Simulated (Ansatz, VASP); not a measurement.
## One calculation of HfO2, two programs

The input INCAR:

```
ALGO = Normal
EDIFF = 1E-6
ENCUT = 520
GGA = PE
ISIF = 2
ISMEAR = -1
LASPH = True
LCHARG = False
LREAL = False
LWAVE = False
NBANDS = 18
NELM = 60
PREC = Accurate
SIGMA = 0.02
```

File KPOINTS:

```
k-points
0
Gamma
  8 8 8
```

The input POSCAR:

```
HfO2
1.0
    0.0000000000      2.5931706045      2.5931706045
    2.5931706045      0.0000000000      2.5931706045
    2.5931706045      2.5931706045      0.0000000000
Hf O
1 2
Direct
    0.0000000000      0.0000000000      0.0000000000
    0.2500000000      0.2500000000      0.2500000000
    0.7500000000      0.7500000000      0.7500000000
```

Input for Ansatz:

```yaml
crystal:
  lattice:
    - [0.0, 2.5931706045, 2.5931706045]
    - [2.5931706045, 0.0, 2.5931706045]
    - [2.5931706045, 2.5931706045, 0.0]
  atoms:
    - { symbol: Hf, position: [0.0, 0.0, 0.0] }
    - { symbol: O, position: [0.25, 0.25, 0.25] }
    - { symbol: O, position: [0.75, 0.75, 0.75] }
kpoints:
  mp_grid: { grid: [8, 8, 8] }
  band_path:
    path:
      - [0.0, 0.0, 0.0]
      - [0.5, 0.0, 0.5]
      - [0.625, 0.25, 0.625]
      - [0.375, 0.375, 0.75]
      - [0.5, 0.5, 0.5]
      - [0.5, 0.25, 0.75]
    npoints: 1
hamiltonian:
  xc: pbe
scf:
  occupations: { method: fermi_dirac, width: 0.02 }
  n_extra_bands: 4
output:
  forces: true
  stress: true
  eigenvalues: true
```

Change from the starting cell: hydrostatic strain +2.5%.

Alike in both runs: task single point; functional PBE; k mesh 8 × 8 × 8; occupations fermi-dirac, width 0.02 eV; no spin polarisation.

```csv
,VASP,Ansatz
version,VASP 6.6.1,Ansatz 0.2.0
potentials or method,"VASP PAW PBE potentials, release 64 (Hf_pv, O)","plane waves, PAW"
plane-wave cutoff (eV),520,420
valence electrons in the cell,22,38
```

```tsv
	VASP	Ansatz	Ansatz less VASP
gap on the k mesh at the Fermi level (eV)	3.62	3.62	+0.002
pressure (GPa)	-14.6	-11.4	+3.17
```

VASP's potentials hold 22 valence electrons a cell and Ansatz's 38, so a difference there can come from the potentials and not from the codes.

Spin-orbit coupling is off throughout.
